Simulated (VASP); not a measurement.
# SrErAs3 (Pm-3m) in VASP: further runs, part 2 of 2

VASP 6.6.1. The steps go on from the part before.

## 3. Relaxation of cell and atoms, PBE

This run uses another cell than the first one, of 30.83 Å³/atom.

The input, INCAR:

```
SYSTEM = SrErAs3
  ALGO = Normal
  EDIFF = 1E-7
  EDIFFG = -0.01
  ENCUT = 500
  GGA = PE
  GGA_COMPAT = .FALSE.
  IBRION = 2
  ISIF = 3
  ISMEAR = 0
  LASPH = .TRUE.
  LCHARG = .FALSE.
  LMAXMIX = 6
  LREAL = .FALSE.
  LWAVE = .FALSE.
  NELM = 200
  NELMIN = 4
  NSW = 100
  PREC = Accurate
  SIGMA = 0.1
```

The input, KPOINTS:

```
k-points
0
G
  8 8 8
  0 0 0
```

The input, POSCAR:

```
SrErAs3
1.0
    5.3620458691      0.0000000000      0.0000000000
    0.0000000000      5.3620458691      0.0000000000
    0.0000000000      0.0000000000      5.3620458691
Sr Er As
1 1 3
Direct
    0.0000000000      0.0000000000      0.0000000000
    0.5000000000      0.5000000000      0.5000000000
    0.0000000000      0.5000000000      0.5000000000
    0.5000000000      0.0000000000      0.5000000000
    0.5000000000      0.5000000000      0.0000000000
```

Potentials or basis: VASP PAW PBE potentials, release 64 (Sr_sv, Er_3, As), 4f in core.

Launch:

```bash
$ cat potpaw_PBE.64/Sr_sv/POTCAR potpaw_PBE.64/Er_3/POTCAR potpaw_PBE.64/As/POTCAR > POTCAR
$ mpirun -np 1 vasp_std > vasp.out
```

OUTCAR:

```text
SYSTEM = SrErAs3
   EDIFF = 1E-7
   EDIFFG = -0.01
   ENCUT = 500
   GGA = PE
   IBRION = 2
   ISIF = 3
   ISMEAR = 0
   LASPH = .TRUE.
   LREAL = .FALSE.
   NELM = 200
   NELMIN = 4
   NSW = 100
   PREC = Accurate

 ion  position               nearest neighbor table
   1  0.000  0.000  0.000-   3 3.79   4 3.79   5 3.79   3 3.79   4 3.79   3 3.79   5 3.79   3 3.79
                             4 3.79   5 3.79   4 3.79   5 3.79
   2  0.500  0.500  0.500-   3 2.68   4 2.68   5 2.68   5 2.68   4 2.68   3 2.68
   3  0.000  0.500  0.500-   2 2.68   2 2.68   1 3.79   1 3.79   1 3.79   1 3.79
   4  0.500  0.000  0.500-   2 2.68   2 2.68   1 3.79   1 3.79   1 3.79   1 3.79
   5  0.500  0.500  0.000-   2 2.68   2 2.68   1 3.79   1 3.79   1 3.79   1 3.79

  LATTYP: Found a simple cubic cell.
 ALAT       =     5.3620458691

  Lattice vectors:

 A1 = (   5.3620458691,   0.0000000000,   0.0000000000)
 A2 = (   0.0000000000,   5.3620458691,   0.0000000000)
 A3 = (   0.0000000000,   0.0000000000,   5.3620458691)

Analysis of symmetry for initial positions (statically):
=====================================================================
 Subroutine PRICEL returns:
 Original cell was already a primitive cell.

 Routine SETGRP: Setting up the symmetry group for a
 simple cubic supercell.

 Subroutine GETGRP returns: Found 48 space group operations
 (whereof 48 operations were pure point group operations)
 out of a pool of 48 trial point group operations.

The static configuration has the point symmetry O_h .

Analysis of symmetry for dynamics (positions and initial velocities):
=====================================================================
 Subroutine PRICEL returns:
 Original cell was already a primitive cell.

 Routine SETGRP: Setting up the symmetry group for a
 simple cubic supercell.

 Subroutine GETGRP returns: Found 48 space group operations
 (whereof 48 operations were pure point group operations)
 out of a pool of 48 trial point group operations.

The dynamic configuration has the point symmetry O_h .
[... 128 lines left out ...]
  Thomas-Fermi vector in A             =   2.120667
   LORBIT       =      0    0 simple, 1 ext, 2 COOP (PROOUT), +10 PAW based schemes
   GGA     = PE    functional components
   LHFCALC =     F    Hartree Fock is set to
   AEXX    =    0.0000 exact exchange contribution
   IVDW    =     0    specifies the selected vdW correction
   LEPSILON=     F    determine dielectric tensor
   LRPA    =     F    only Hartree local field effects (RPA)
 conjugate gradient relaxation of ions
 non-spin polarized calculation
 Gauss-broadening in eV      SIGMA  =   0.10
  energy-cutoff  :      500.00
  volume of cell :      154.17
 maximum number of plane-waves:      3952
 NGX is ok and might be reduce to    40
   NGX = 19   NGY = 19   NGZ = 19

 number of electron      34.0000005 magnetization

 Free energy of the ion-electron system (eV)
  ---------------------------------------------------
  ext. energy  EPLUGINS =         0.00000000
  ---------------------------------------------------
  free energy    TOTEN  =       -22.35234441 eV

  energy without entropy =      -22.33773942  energy(sigma->0) =      -22.34504192

 E-fermi :   2.3619     XC(G=0):  -8.8089

 val. band max:        2.3295089325   @ k =   0.2500   0.2500   0.1250
 cond. band min:       2.3788073494   @ k =   0.1250   0.1250   0.1250
 fundamental gap:      0.0492984169
 Fermi energy:         2.3618764068

 k-point     1 :       0.0000    0.0000    0.0000
  band No.  band energies     occupation
      1     -33.9540      2.00000
      2     -21.2202      2.00000
      3     -21.2202      2.00000
      4     -21.2202      2.00000
      5     -15.8739      2.00000
      6     -15.8739      2.00000
[... 565 lines left out ...]
     20       5.6368      0.00000
     21       5.9384      0.00000

 [... further k-points ...]

------------------------ aborting loop because EDIFF is reached ----------------------------------------

  FORCE on cell =-STRESS in cart. coord.  units (eV):
  Direction    XX          YY          ZZ          XY          YZ          ZX
  --------------------------------------------------------------------------------------
  -------------------------------------------------------------------------------------
  Total        0.0202313      0.0202313      0.0202313     -0.0000000     -0.0000000     -0.0000000
  in kB        0.2102537      0.2102537      0.2102537     -0.0000000     -0.0000000     -0.0000000
  external PRESSURE =       0.2102537 kB  Pullay stress =       0.0000000 kB

 VOLUME and BASIS-vectors are now :
 -----------------------------------------------------------------------------
  energy-cutoff  :      500.00
  volume of cell :      154.17
      direct lattice vectors                 reciprocal lattice vectors
     5.362045869  0.000000000  0.000000000     0.186495980  0.000000000  0.000000000
     0.000000000  5.362045869  0.000000000     0.000000000  0.186495980  0.000000000
     0.000000000  0.000000000  5.362045869     0.000000000  0.000000000  0.186495980

 POSITION                                       TOTAL-FORCE (eV/Angst)
 -----------------------------------------------------------------------------------
      0.00000      0.00000      0.00000         0.000000      0.000000      0.000000
      2.68102      2.68102      2.68102         0.000000      0.000000      0.000000
      0.00000      2.68102      2.68102         0.000000      0.000000      0.000000
      2.68102      0.00000      2.68102         0.000000      0.000000      0.000000
      2.68102      2.68102      0.00000         0.000000      0.000000      0.000000
 -----------------------------------------------------------------------------------
    total drift:                                0.000000      0.000000     -0.000000

  FREE ENERGIE OF THE ION-ELECTRON SYSTEM (eV)
  ---------------------------------------------------
  free  energy   TOTEN  =       -22.3523444136 eV

  energy  without entropy=      -22.3377394247  energy(sigma->0) =      -22.34504192

 reached required accuracy - stopping structural energy minimisation
```

CONTCAR:

```text
SrErAs3
   1.00000000000000
     5.3620458691000001    0.0000000000000000    0.0000000000000000
     0.0000000000000000    5.3620458691000001    0.0000000000000000
     0.0000000000000000    0.0000000000000000    5.3620458691000001
  Sr              Er              As
     1     1     3
Direct
     0.0000000000000000    0.0000000000000000    0.0000000000000000
     0.5000000000000000    0.5000000000000000    0.5000000000000000
     0.0000000000000000    0.5000000000000000    0.5000000000000000
     0.5000000000000000    0.0000000000000000    0.5000000000000000
     0.5000000000000000    0.5000000000000000    0.0000000000000000

  0.00000000E+00  0.00000000E+00  0.00000000E+00
  0.00000000E+00  0.00000000E+00  0.00000000E+00
  0.00000000E+00  0.00000000E+00  0.00000000E+00
  0.00000000E+00  0.00000000E+00  0.00000000E+00
  0.00000000E+00  0.00000000E+00  0.00000000E+00
```

Wall time 2 min (1 thread of AMD EPYC 7R13 (Zen 3), shared host); peak memory 0.29 GiB.

What came out:

| Property | Result |
| --- | --- |
| Free energy | -22.3523 eV |
| Pressure after relaxing | 0.0 GPa |
| Band gap on the k mesh | zero (bands 17 and 18 overlap by 1.90 eV) |

Final structure:
```
Sr Er As
1.0
     5.36205    0.00000    0.00000
     0.00000    5.36205    0.00000
     0.00000    0.00000    5.36205
Sr Er As
1 1 3
Direct
  0.00000 0.00000 0.00000
  0.50000 0.50000 0.50000
  0.00000 0.50000 0.50000
  0.50000 0.00000 0.50000
  0.50000 0.50000 0.00000
```

Caveat: the relaxation stopped at its first step, so nothing moved; spin-orbit coupling is left out, which moves the levels of the heavy elements; the 4f electrons are frozen in the core, so they carry no moment and show no levels.

The gap in the log of VASP goes by the Fermi energy; the results here count the filled bands.